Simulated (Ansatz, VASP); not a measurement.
EuZn15O16 in VASP and in Ansatz

```
Eu Zn O
1.0
     6.49862    0.00000    0.00000
    -3.24931    5.62797    0.00000
     0.00000    0.00000   10.41142
Eu Zn O
1 15 16
Direct
  0.16667 0.33333 0.25561
  0.16667 0.33333 0.74919
  0.16868 0.83434 0.24870
  0.16071 0.83035 0.74905
  0.66566 0.33132 0.24870
  0.66965 0.33929 0.74905
  0.66566 0.83434 0.24870
  0.66965 0.83035 0.74905
  0.33622 0.16378 0.98969
  0.33777 0.16223 0.50857
  0.33622 0.67245 0.98969
  0.33777 0.67554 0.50857
  0.82755 0.16378 0.98969
  0.82446 0.16223 0.50857
  0.83333 0.66667 0.00198
  0.83333 0.66667 0.49499
  0.34794 0.15206 0.17800
  0.33482 0.16518 0.69649
  0.34794 0.69589 0.17800
  0.33482 0.66964 0.69649
  0.80411 0.15206 0.17800
  0.83036 0.16518 0.69649
  0.83333 0.66667 0.19257
  0.83333 0.66667 0.68418
  0.16667 0.33333 0.47147
  0.16667 0.33333 0.94182
  0.16931 0.83465 0.43901
  0.16042 0.83021 0.93725
  0.66535 0.33069 0.43901
  0.66979 0.33958 0.93725
  0.66535 0.83465 0.43901
  0.66979 0.83021 0.93725
```

Alike in both runs: functional PBE; k mesh 3 × 3 × 2; occupations fermi-dirac, width 0.01 eV; collinear spin.

Ansatz relaxed the structure, and its values are those at the end. VASP's run is a single point on that final structure, the one shown.

```csv
,VASP,Ansatz
version,VASP 6.6.1,Ansatz 0.2.0
potentials or method,"VASP PAW PBE potentials, release 64 (Eu, Zn, O)","plane-wave PAW, scalar-relativistic"
plane-wave cutoff (eV),520,420
valence electrons in the cell,293,293
```

Ansatz gave:

| Item | Value |
| --- | --- |
| pressure (GPa) | 10.0 |
| rms of the force components (eV/Å) | 0.002 |
| net moment per atom (μB) | 0.21 |
| size of the moment on the site where the two differ most (μB) | 6.21 |

**Question.** Estimate VASP's values.

**Answer.** Pressure (GPa): 11.0; rms of the force components (eV/Å): 0.009; net moment per atom (μB): 0.21; size of the moment on the site where the two differ most (μB): 6.35.

Site moments also hang on the region over which each program counts them. Ansatz's warnings: stress scf threshold loose.

The k mesh is coarse, so the values compare programs but aren't converged. Neither program's run includes spin-orbit coupling.
